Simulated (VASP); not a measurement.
# AgPt3 in VASP: notebook, part 2 of 4

VASP 6.6.1. The steps go on from the part before.

## (3) Electric field gradients, LDA

File INCAR:

```
SYSTEM = AgPt3
PREC     = Accurate       ! precision mode
ENCUT    = 520            ! plane-wave cutoff, eV
EDIFF    = 1E-8           ! SCF threshold, eV
ISMEAR   = -1             ! smearing method
SIGMA    = 0.08           ! smearing width, eV
LREAL    = .False.        ! projectors in reciprocal space
LASPH    = .True.         ! aspherical terms in the spheres
NELM     = 100            ! most SCF steps
ALGO     = Normal         ! electronic algorithm
ISIF     = 2              ! what is computed and relaxed
LWAVE    = .False.        ! write WAVECAR
LCHARG   = .False.        ! write CHGCAR
LEFG     = .True.       
NBANDS   = 28             ! bands
```

File KPOINTS:

```
regular mesh
0
Gamma
  9 9 9
  0 0 0
```

File POSCAR:

```
AgPt3
1.0
    3.9000000000      0.0000000000      0.0000000000
    0.0000000000      3.9000000000      0.0000000000
    0.0000000000      0.0000000000      3.9000000000
Ag Pt
1 3
Direct
    0.0000000000      0.0000000000      0.0000000000
    0.0000000000      0.5000000000      0.5000000000
    0.5000000000      0.0000000000      0.5000000000
    0.5000000000      0.5000000000      0.0000000000
```

Potentials or basis: VASP PAW LDA potentials, release 64 (Ag, Pt).

Command:

```console
$ cat potpaw_LDA.64/Ag/POTCAR potpaw_LDA.64/Pt/POTCAR > POTCAR
$ mpirun -np 1 vasp_std > vasp.out
```

OUTCAR:

```text
SYSTEM = AgPt3
   PREC = Accurate
   ENCUT = 520
   EDIFF = 1E-8
   ISMEAR = -1
   LREAL = .False.
   LASPH = .True.
   NELM = 100
   ISIF = 2

 ion  position               nearest neighbor table
   1  0.000  0.000  0.000-   2 2.76   3 2.76   4 2.76   2 2.76   3 2.76   2 2.76   4 2.76   2 2.76
                             3 2.76   4 2.76   3 2.76   4 2.76
   2  0.000  0.500  0.500-   1 2.76   3 2.76   4 2.76   1 2.76   4 2.76   1 2.76   3 2.76   1 2.76
                             3 2.76   4 2.76   4 2.76   3 2.76
   3  0.500  0.000  0.500-   1 2.76   2 2.76   4 2.76   1 2.76   4 2.76   2 2.76   4 2.76   4 2.76
                             1 2.76   2 2.76   1 2.76   2 2.76
   4  0.500  0.500  0.000-   1 2.76   2 2.76   3 2.76   2 2.76   3 2.76   1 2.76   3 2.76   3 2.76
                             1 2.76   2 2.76   2 2.76   1 2.76

  LATTYP: Found a simple cubic cell.
 ALAT       =     3.9000000000

  Lattice vectors:

 A1 = (   3.9000000000,   0.0000000000,   0.0000000000)
 A2 = (   0.0000000000,   3.9000000000,   0.0000000000)
 A3 = (   0.0000000000,   0.0000000000,   3.9000000000)

Analysis of symmetry for initial positions (statically):
=====================================================================
 Subroutine PRICEL returns:
 Original cell was already a primitive cell.

 Routine SETGRP: Setting up the symmetry group for a
 simple cubic supercell.

 Subroutine GETGRP returns: Found 48 space group operations
 (whereof 48 operations were pure point group operations)
 out of a pool of 48 trial point group operations.

The static configuration has the point symmetry O_h .

Analysis of symmetry for dynamics (positions and initial velocities):
=====================================================================
 Subroutine PRICEL returns:
 Original cell was already a primitive cell.

 Routine SETGRP: Setting up the symmetry group for a
 simple cubic supercell.

 Subroutine GETGRP returns: Found 48 space group operations
 (whereof 48 operations were pure point group operations)
 out of a pool of 48 trial point group operations.

The dynamic configuration has the point symmetry O_h .

 Subroutine INISYM returns: Found 48 space group operations
 (whereof 48 operations are pure point group operations),
 and found     1 'primitive' translations

----------------------------------------------------------------------------------------

                                     Primitive cell

  volume of cell :      59.3190

  direct lattice vectors                    reciprocal lattice vectors
     3.900000000  0.000000000  0.000000000     0.256410256  0.000000000  0.000000000
     0.000000000  3.900000000  0.000000000     0.000000000  0.256410256  0.000000000
     0.000000000  0.000000000  3.900000000     0.000000000  0.000000000  0.256410256

  length of vectors
     3.900000000  3.900000000  3.900000000     0.256410256  0.256410256  0.256410256

  position of ions in fractional coordinates (direct lattice)
     0.000000000  0.000000000  0.000000000
     0.000000000  0.500000000  0.500000000
     0.500000000  0.000000000  0.500000000
     0.500000000  0.500000000  0.000000000

  ion indices of the primitive-cell ions
   primitive index   ion index
                 1           1
                 2           2
                 3           3
[... 86 lines left out ...]
   EMIN   =  10.00;   EMAX   =-10.00  energy-range for DOS
   EFERMI =   0.00;   METHOD = LEGACY
   ISMEAR =    -1;   SIGMA  =   0.08  broadening in eV -4-tet -1-fermi 0-gaus
   EFERMI_NEDOS =   21; number of points for ismear=-14 and -15
   IALGO  =     38    algorithm
   IMIX   =      4    mixing-type and parameters
     AMIX     =   0.40;   BMIX     =  1.00
     AMIX_MAG =   1.60;   BMIX_MAG =  1.00
  volume/ion in A,a.u.               =      14.83       100.08
  Fermi-wavevector in a.u.,A,eV,Ry     =   1.447454  2.735292 28.505890  2.095124
  Thomas-Fermi vector in A             =   2.565407
   LORBIT       =      0    0 simple, 1 ext, 2 COOP (PROOUT), +10 PAW based schemes
   GGA     = CA    functional components
   LHFCALC =     F    Hartree Fock is set to
   AEXX    =    0.0000 exact exchange contribution
   IVDW    =     0    specifies the selected vdW correction
   LEPSILON=     F    determine dielectric tensor
   LRPA    =     F    only Hartree local field effects (RPA)
 non-spin polarized calculation
  energy-cutoff  :      520.00
  volume of cell :       59.32
 maximum number of plane-waves:      1614
 NGX is ok and might be reduce to    30
   NGX = 15   NGY = 15   NGZ = 15

 number of electron      41.0000008 magnetization

 Free energy of the ion-electron system (eV)
  ---------------------------------------------------
  ext. energy  EPLUGINS =         0.00000000
  ---------------------------------------------------
  free energy    TOTEN  =       -26.24814178 eV

  energy without entropy =      -26.17846266  energy(sigma->0) =      -26.21330222

 E-fermi :  10.8677     XC(G=0): -13.6947

 val. band max:       10.8205085488   @ k =   0.4444   0.3333   0.2222
 cond. band min:      10.8746485948   @ k =   0.4444   0.4444   0.3333
 fundamental gap:      0.0541400460
 Fermi energy:        10.8677075116

 k-point     1 :       0.0000    0.0000    0.0000
  band No.  band energies     occupation
      1       1.0669      2.00000
      2       3.8062      2.00000
      3       3.8062      2.00000
      4       3.9830      2.00000
      5       4.2270      2.00000
      6       4.2270      2.00000
[... 733 lines left out ...]
     27      21.7589      0.00000
     28      22.8840      0.00000

 [... further k-points ...]
[... 5 lines left out ...]
  --------------------------------------------------------------------------------------
  -------------------------------------------------------------------------------------
  Total        1.0750881      1.0750881      1.0750881      0.0000000      0.0000000     -0.0000000
  in kB       29.0376077     29.0376077     29.0376077      0.0000000      0.0000000     -0.0000000
  external PRESSURE =      29.0376077 kB  Pullay stress =       0.0000000 kB

 VOLUME and BASIS-vectors are now :
 -----------------------------------------------------------------------------
  energy-cutoff  :      520.00
  volume of cell :       59.32
      direct lattice vectors                 reciprocal lattice vectors
     3.900000000  0.000000000  0.000000000     0.256410256  0.000000000  0.000000000
     0.000000000  3.900000000  0.000000000     0.000000000  0.256410256  0.000000000
     0.000000000  0.000000000  3.900000000     0.000000000  0.000000000  0.256410256

 POSITION                                       TOTAL-FORCE (eV/Angst)
 -----------------------------------------------------------------------------------
      0.00000      0.00000      0.00000         0.000000      0.000000      0.000000
      0.00000      1.95000      1.95000         0.000000      0.000000      0.000000
      1.95000      0.00000      1.95000         0.000000      0.000000      0.000000
      1.95000      1.95000      0.00000         0.000000      0.000000      0.000000
 -----------------------------------------------------------------------------------
    total drift:                                0.000000      0.000000     -0.000000

  FREE ENERGIE OF THE ION-ELECTRON SYSTEM (eV)
  ---------------------------------------------------
  free  energy   TOTEN  =       -26.2481417842 eV

  energy  without entropy=      -26.1784626564  energy(sigma->0) =      -26.21330222

 Electric field gradients (V/A^2)
---------------------------------------------------------------------
 ion       V_xx      V_yy      V_zz      V_xy      V_xz      V_yz
---------------------------------------------------------------------
   1      -0.000    -0.000     0.000    -0.000    -0.000    -0.000
   2     -15.556     7.778     7.778    -0.000    -0.000     0.000
   3       7.778   -15.556     7.778     0.000    -0.000     0.000
   4       7.778     7.778   -15.556    -0.000    -0.000     0.000
---------------------------------------------------------------------

 Electric field gradients after diagonalization (V/A^2)
 (convention: |V_zz| > |V_xx| > |V_yy|)
----------------------------------------------------------------------
 ion       V_xx      V_yy      V_zz     asymmetry (V_yy - V_xx)/ V_zz
----------------------------------------------------------------------
   1       0.000    -0.000    -0.000       1.179
   2       7.778     7.778   -15.556       0.000
   3       7.778     7.778   -15.556       0.000
   4       7.778     7.778   -15.556       0.000
----------------------------------------------------------------------

           NMR quadrupolar parameters

 Cq : quadrupolar parameter    Cq=e*Q*V_zz/h
 eta: asymmetry parameters     (V_yy - V_xx)/ V_zz
 Q  : nuclear electric quadrupole moment in mb (millibarn)
----------------------------------------------------------------------
 ion       Cq(MHz)       eta       Q (mb)
----------------------------------------------------------------------
   1      -0.000       1.179       1.000
   2      -0.038       0.000       1.000
   3      -0.038       0.000       1.000
   4      -0.038       0.000       1.000
----------------------------------------------------------------------
```

Wall time 75 s (1 thread of Intel Xeon 8259CL, shared host); peak memory 0.18 GiB.

What came out:

* Free energy: -26.2481 eV
* Pressure: 2.9 GPa
* Band gap on the k mesh: zero (an odd number of electrons rules out a gap without spin polarisation)
* Largest electric field gradient by atom: Ag +0.0; Pt -15.6 V/Å²

Electric field gradients, principal values (V/Å²):
| atom | least | middle | greatest (by size) |
| --- | --- | --- | --- |
| 1 Ag | 0.000 | 0.000 | 0.000 |
| 2 Pt | 7.778 | 7.778 | -15.556 |
| 3 Pt | 7.778 | 7.778 | -15.556 |
| 4 Pt | 7.778 | 7.778 | -15.556 |

Caveat: without QUAD_EFG the Cq values of the log hold for a quadrupole moment of 1 mb, not for the nuclei; spin-orbit coupling is left out, which moves the levels of the heavy elements.

(Part 2 of 4 ends here.)
